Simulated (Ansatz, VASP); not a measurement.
# ZnO in VASP and in Ansatz

```
CELL_PARAMETERS angstrom
3.47100 0.00000 0.00000
-1.73550 3.00597 0.00000
0.00000 0.00000 6.39827
ATOMIC_POSITIONS crystal
Zn 0.00000 0.00000 0.75000
Zn 0.00000 0.00000 0.25000
O 0.33333 0.66667 0.25000
O 0.66667 0.33333 0.75000
```

Alike in both runs: task single point; functional PBEsol; k mesh 12 × 12 × 4; occupations gaussian, width 0.05 eV; no spin polarisation.

|  | VASP | Ansatz |
| --- | --- | --- |
| version | VASP 6.6.1 | Ansatz 0.2.0 |
| potentials or method | VASP PAW PBE potentials, release 64 (Zn, O), cutoff 520 eV | scalar-relativistic, plane waves, PAW |
| valence electrons in the cell | 36 | 36 |

```csv
,VASP,Ansatz,Ansatz less VASP
gap on the k mesh at the Fermi level (eV),0.43,0.44,+0.006
least direct gap on the mesh (eV),0.43,0.44,+0.006
pressure (GPa),-15.2,-15.5,-0.33
"traceless stress, the component that is largest in VASP (GPa)",14.22,14.73,+0.515
```

VASP's potentials were made for PBE, not for PBEsol. The functional is the same, so the differences come from potentials, cutoffs and numerics.
